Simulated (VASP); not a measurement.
A run of VASP 6.6.1 is set up as follows.

File INCAR:

```
SYSTEM = Pt
  PREC = Accurate
  ENCUT = 520
  EDIFF = 1E-6
  ISMEAR = -1
  SIGMA = 0.1
  LREAL = .False.
  LASPH = .True.
  NELM = 80
  ALGO = Normal
  ISIF = 2
  LWAVE = .False.
  LCHARG = .False.
  GGA = RP
  NBANDS = 28
```

File KPOINTS:

```
Automatic mesh
0
Gamma
  17 17 5
  0 0 0
```

File POSCAR:

```
Pt
1.0
    2.8065475262      0.0000000000      0.0000000000
   -1.4032737631      2.4305414546      0.0000000000
    0.0000000000      0.0000000000      9.3761063935
Pt
4
Direct
    1.0000000000      1.0000000000      0.0000000000
    1.0000000000      0.0000000000      0.5000000000
    0.3333333333      0.6666666667      0.2500000000
    0.6666666667      0.3333333333      0.7500000000
```

Potentials or basis: VASP PAW PBE potentials, release 64 (Pt).

Command:

```bash
$ cat potpaw_PBE.64/Pt/POTCAR > POTCAR
$ mpirun -np 1 vasp_std > vasp.out
```

**Question.** Predict the pressure.

**Answer.** -0.5 GPa.

**Question.** Estimate the band gap on the k mesh.

**Answer.** Zero (bands 20 and 21 overlap by 1.21 eV).

Stress tensor (GPa, compression positive):
```
-0.58  0.00  0.00
 0.00 -0.58  0.00
 0.00  0.00 -0.43
```

Caveat: the PAW data sets were made with another functional, which shifts forces and pressure a little; spin-orbit coupling is left out, which moves the levels of the heavy elements.
